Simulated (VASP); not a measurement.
# Mo in VASP: single point with PBE

Aim: the single point of Mo with PBE.

Everything below comes from runs of VASP 6.6.1. Logs are shortened: lines on timing, memory, paths and dates and some standing lists are left out, and cuts for length are marked.

## (1) The cell of the first run

The cell holds a slab with vacuum, 4 atoms: a = 2.737 Å, b = 2.737 Å, c = 22.705 Å, α = 90.00°, β = 90.00°, γ = 109.47°.

## (2) Single point, PBE

Contents of INCAR:

```
PREC = Accurate
ENCUT = 520
EDIFF = 1E-6
ISMEAR = -1
SIGMA = 0.1
LREAL = False
LASPH = True
NELM = 60
ALGO = Normal
ISIF = 2
LWAVE = False
LCHARG = True
GGA = PE
LELF = True
LVHAR = True
NBANDS = 36
```

Contents of KPOINTS:

```
regular mesh
0
Gamma
  13 13 1
```

Contents of POSCAR:

```
Mo
1.0
    2.7373676609      0.0000000000      0.0000000000
   -0.9124558870      2.5808149808      0.0000000000
    0.0000000000      0.0000000000     22.7052000000
Mo
4
Direct
    0.2500000000      0.2500000000      0.3560123116
    0.7500000000      0.7500000000      0.4503581334
    0.2500000000      0.2500000000      0.5496418663
    0.7500000000      0.7500000000      0.6439876881
```

Potentials or basis: VASP PAW PBE potentials, release 64 (Mo_sv).

The run is started by

```console
> cat potpaw_PBE.64/Mo_sv/POTCAR > POTCAR
> mpirun -np 1 vasp_std > vasp.out
```

OUTCAR:

```text
PREC = Accurate
   ENCUT = 520
   EDIFF = 1E-6
   ISMEAR = -1
   LREAL = False
   LASPH = True
   NELM = 60
   ISIF = 2
   GGA = PE

 ion  position               nearest neighbor table
   1  0.250  0.250  0.356-   2 2.66   2 2.66   2 3.10   2 3.10
   2  0.750  0.750  0.450-   1 2.66   1 2.66   3 2.75   3 2.75   1 3.10   1 3.10   3 3.17   3 3.17

   3  0.250  0.250  0.550-   4 2.66   4 2.66   2 2.75   2 2.75   4 3.10   4 3.10   2 3.17   2 3.17

   4  0.750  0.750  0.644-   3 2.66   3 2.66   3 3.10   3 3.10

  LATTYP: Found a base centered orthorhombic cell.
 ALAT       =     3.1608399117
 B/A-ratio  =     1.4142135624
 C/A-ratio  =     7.1832805944

  Lattice vectors:

 A1 = (   2.7373676609,   0.0000000000,   0.0000000000)
 A2 = (  -0.9124558870,   2.5808149808,   0.0000000000)
 A3 = (   0.0000000000,   0.0000000000,  22.7052000000)

Analysis of symmetry for initial positions (statically):
=====================================================================
 Subroutine PRICEL returns:
 Original cell was already a primitive cell.

 Routine SETGRP: Setting up the symmetry group for a
 base centered orthorhombic supercell.

 Subroutine GETGRP returns: Found  8 space group operations
 (whereof  4 operations were pure point group operations)
 out of a pool of  8 trial point group operations.

The static configuration has the point symmetry C_2h.
 The point group associated with its full space group is D_2h.

Analysis of symmetry for dynamics (positions and initial velocities):
=====================================================================
 Subroutine PRICEL returns:
 Original cell was already a primitive cell.

 Routine SETGRP: Setting up the symmetry group for a
 base centered orthorhombic supercell.

 Subroutine GETGRP returns: Found  8 space group operations
 (whereof  4 operations were pure point group operations)
 out of a pool of  8 trial point group operations.

The dynamic configuration has the point symmetry C_2h.
 The point group associated with its full space group is D_2h.

 Subroutine INISYM returns: Found  8 space group operations
 (whereof  4 operations are pure point group operations),
 and found     1 'primitive' translations

----------------------------------------------------------------------------------------

                                     Primitive cell

  volume of cell :     160.4041

  direct lattice vectors                    reciprocal lattice vectors
     2.737367661  0.000000000  0.000000000     0.365314464  0.129158167  0.000000000
    -0.912455887  2.580814981  0.000000000     0.000000000  0.387474502  0.000000000
     0.000000000  0.000000000 22.705200000     0.000000000  0.000000000  0.044042774

  length of vectors
     2.737367661  2.737367661 22.705200000     0.387474502  0.387474502  0.044042774

  position of ions in fractional coordinates (direct lattice)
     0.250000000  0.250000000  0.356012312
     0.750000000  0.750000000  0.450358133
     0.250000000  0.250000000  0.549641866
     0.750000000  0.750000000  0.643987688

  ion indices of the primitive-cell ions
   primitive index   ion index
                 1           1
                 2           2
                 3           3
                 4           4

----------------------------------------------------------------------------------------

 KPOINTS: regular mesh

Automatic generation of k-mesh.
 Grid dimensions read from file:
 generate k-points for:   13   13    1

 Generating k-lattice:

  Cartesian coordinates                     Fractional coordinates (reciprocal lattice)
     0.028101113  0.009935244  0.000000000     0.076923077  0.000000000  0.000000000
     0.000000000  0.029805731  0.000000000     0.000000000  0.076923077  0.000000000
     0.000000000  0.000000000  0.044042774     0.000000000  0.000000000  1.000000000

  Length of vectors
     0.029805731  0.029805731  0.044042774

  Shift w.r.t. Gamma in fractional coordinates (k-lattice)
     0.000000000  0.000000000  0.000000000

 Subroutine IBZKPT returns following result:
 ===========================================

 Found     49 irreducible k-points:

 Following reciprocal coordinates:
            Coordinates               Weight
  0.000000  0.000000  0.000000      1.000000
  0.076923  0.000000  0.000000      4.000000
  0.153846  0.000000  0.000000      4.000000
  0.230769  0.000000  0.000000      4.000000
  0.307692  0.000000  0.000000      4.000000
  0.384615  0.000000  0.000000      4.000000
[... 16 lines left out ...]
  0.384615  0.153846  0.000000      4.000000
  0.461538  0.153846  0.000000      4.000000
 [... further k-points ...]
   k-points           NKPTS =     49   k-points in BZ     NKDIM =     49   number of bands    NBANDS=     36
   number of dos      NEDOS =    301   number of ions     NIONS =      4
   total plane-waves  NPLWV =  72000
   dimension x,y,z NGX =    20 NGY =   20 NGZ =  180
   dimension x,y,z NGXF=    40 NGYF=   40 NGZF=  360
   ions per type =               4
   NGX,Y,Z   is equivalent  to a cutoff of  12.15, 12.15, 13.18 a.u.
   NGXF,Y,Z  is equivalent  to a cutoff of  24.29, 24.29, 26.36 a.u.
 SYSTEM =  unknown system
   PREC   = accura    normal or accurate (medium, high low for compatibility)
   ISTART =      0    job   : 0-new  1-cont  2-samecut
   ICHARG =      2    charge: 1-file 2-atom 10-const
   ISPIN  =      1    spin polarized calculation?
   LNONCOLLINEAR =      F non collinear calculations
   LSORBIT =      F    spin-orbit coupling
   LASPH  =      T    aspherical Exc in radial PAW
   ENCUT  =  520.0 eV  38.22 Ry    6.18 a.u.   5.09  5.09 42.22*2*pi/ulx,y,z
   NELM   =     60;   NELMIN=  2; NELMDL= -5     # of ELM steps
   EDIFF  = 0.1E-05   stopping-criterion for ELM
   LREAL  =      F    real-space projection
   EDIFFG = 0.1E-04   stopping-criterion for IOM
   NSW    =      0    number of steps for IOM
   IBRION =     -1    ionic relax: 0-MD 1-quasi-New 2-CG
   NFREE  =      0    steps in history (QN), initial steepest desc. (CG)
   ISIF   =      2    stress and relaxation
   ISYM   =      2    0-nonsym 1-usesym 2-fastsym
   POTIM  = 0.5000    time-step for ionic-motion
   TEBEG  =    0.0;   TEEND  =   0.0 temperature during run
   PSTRESS=    0.0 pullay stress
   NELECT =      56.0000    total number of electrons
   NUPDOWN=      -1.0000    fix difference up-down
   EMIN   =  10.00;   EMAX   =-10.00  energy-range for DOS
   EFERMI =   0.00;   METHOD = LEGACY
   ISMEAR =    -1;   SIGMA  =   0.10  broadening in eV -4-tet -1-fermi 0-gaus
   EFERMI_NEDOS =   21; number of points for ismear=-14 and -15
   IALGO  =     38    algorithm
   IMIX   =      4    mixing-type and parameters
     AMIX     =   0.40;   BMIX     =  1.00
     AMIX_MAG =   1.60;   BMIX_MAG =  1.00
  volume/ion in A,a.u.               =      40.10       270.61
  Fermi-wavevector in a.u.,A,eV,Ry     =   1.152743  2.178368 18.079637  1.328816
  Thomas-Fermi vector in A             =   2.289392
   LORBIT       =      0    0 simple, 1 ext, 2 COOP (PROOUT), +10 PAW based schemes
   GGA     = PE    functional components
   LHFCALC =     F    Hartree Fock is set to
   AEXX    =    0.0000 exact exchange contribution
   IVDW    =     0    specifies the selected vdW correction
   LEPSILON=     F    determine dielectric tensor
   LRPA    =     F    only Hartree local field effects (RPA)
 non-spin polarized calculation
  energy-cutoff  :      520.00
  volume of cell :      160.40
 maximum number of plane-waves:      4364
   NGX = 11   NGY = 11   NGZ = 85

 number of electron      55.9999993 magnetization

 Free energy of the ion-electron system (eV)
  ---------------------------------------------------
  ext. energy  EPLUGINS =         0.00000000
  ---------------------------------------------------
  free energy    TOTEN  =       -41.33050312 eV

  energy without entropy =      -41.20182731  energy(sigma->0) =      -41.26616522

 E-fermi :   2.2221     XC(G=0):  -6.1416

 val. band max:        2.2162348690   @ k =   0.1538   0.1538   0.0000
 cond. band min:       2.2449909170   @ k =   0.3846   0.1538   0.0000
 fundamental gap:      0.0287560480
 Fermi energy:         2.2220743878

 k-point     1 :       0.0000    0.0000    0.0000
  band No.  band energies     occupation
      1     -59.1168      2.00000
      2     -59.0106      2.00000
      3     -58.7833      2.00000
      4     -58.7701      2.00000
      5     -33.6805      2.00000
      6     -33.3178      2.00000
[... 28 lines left out ...]
     35       3.8592      0.00000
     36       3.9457      0.00000

 k-point     2 :       0.0769    0.0000    0.0000
  band No.  band energies     occupation
      1     -59.1067      2.00000
      2     -59.0031      2.00000
      3     -58.7773      2.00000
      4     -58.7649      2.00000
      5     -33.6609      2.00000
      6     -33.3209      2.00000
[... 28 lines left out ...]
     35       3.8254      0.00000
     36       3.9221      0.00000

 k-point     3 :       0.1538    0.0000    0.0000
  band No.  band energies     occupation
      1     -59.0784      2.00000
      2     -58.9822      2.00000
      3     -58.7606      2.00000
      4     -58.7507      2.00000
      5     -33.6062      2.00000
      6     -33.3412      2.00000
[... 28 lines left out ...]
     35       3.8657      0.00000
     36       3.9191      0.00000
[... 742 lines left out ...]
 k-point    23 :       0.3846    0.1538    0.0000
  band No.  band energies     occupation
      1     -58.8965      2.00000
      2     -58.8944      2.00000
      3     -58.6715      2.00000
      4     -58.6715      2.00000
      5     -33.6394      2.00000
      6     -33.6340      2.00000
[... 28 lines left out ...]
     35       5.0375      0.00000
     36       5.0635      0.00000

 k-point    24 :       0.4615    0.1538    0.0000
  band No.  band energies     occupation
      1     -58.8996      2.00000
      2     -58.8744      2.00000
      3     -58.6600      2.00000
      4     -58.6599      2.00000
      5     -33.6930      2.00000
      6     -33.6766      2.00000
[... 28 lines left out ...]
     35       5.6080      0.00000
     36       5.6444      0.00000

 [... further k-points ...]

------------------------ aborting loop because EDIFF is reached ----------------------------------------

  FORCE on cell =-STRESS in cart. coord.  units (eV):
  Direction    XX          YY          ZZ          XY          YZ          ZX
  --------------------------------------------------------------------------------------
  -------------------------------------------------------------------------------------
  Total       -2.5323300     -2.8280599      0.1420214     -0.4182253     -0.0000000     -0.0000000
  in kB      -25.2938856    -28.2477499      1.4185646     -4.1773948     -0.0000000     -0.0000000
  external PRESSURE =     -17.3743570 kB  Pullay stress =       0.0000000 kB

 VOLUME and BASIS-vectors are now :
 -----------------------------------------------------------------------------
  energy-cutoff  :      520.00
  volume of cell :      160.40
      direct lattice vectors                 reciprocal lattice vectors
     2.737367661  0.000000000  0.000000000     0.365314464  0.129158167  0.000000000
    -0.912455887  2.580814981  0.000000000     0.000000000  0.387474502  0.000000000
     0.000000000  0.000000000 22.705200000     0.000000000  0.000000000  0.044042774

 POSITION                                       TOTAL-FORCE (eV/Angst)
 -----------------------------------------------------------------------------------
      0.45623      0.64520      8.08333         0.000000      0.000000     -0.027594
      1.36868      1.93561     10.22547         0.000000     -0.000000      0.007339
      0.45623      0.64520     12.47973        -0.000000     -0.000000     -0.007339
      1.36868      1.93561     14.62187         0.000000      0.000000      0.027594
 -----------------------------------------------------------------------------------
    total drift:                               -0.000000      0.000000      0.000038

  FREE ENERGIE OF THE ION-ELECTRON SYSTEM (eV)
  ---------------------------------------------------
  free  energy   TOTEN  =       -41.3305031230 eV

  energy  without entropy=      -41.2018273088  energy(sigma->0) =      -41.26616522
```

Wall time 12 min (1 thread of Oxide Virtual Turin-like, shared host); peak memory 0.34 GiB.

What came out:

```
Free energy            : -41.3305 eV
Largest force          : 0.028 eV/Å
Band gap on the k mesh : zero (bands 28 and 29 overlap by 1.93 eV)
```

Forces in eV/Å, atoms in the order of the input:
```
Mo   0.000  0.000 -0.028
Mo   0.000  0.000  0.007
Mo   0.000  0.000 -0.007
Mo   0.000  0.000  0.028
```

Levels at points of the mesh, in eV from the Fermi level:
```tsv
k point	band 25	band 26	band 27	band 28	band 29	band 30	band 31	band 32
(0.00, 0.00, 0.00)	-1.45	-1.33	-1.22	-1.11	0.17	0.19	1.11	1.11
```

Caveat: there is no dipole correction, which matters where the two faces differ.

The gap in the log of VASP goes by the Fermi energy; the results here count the filled bands.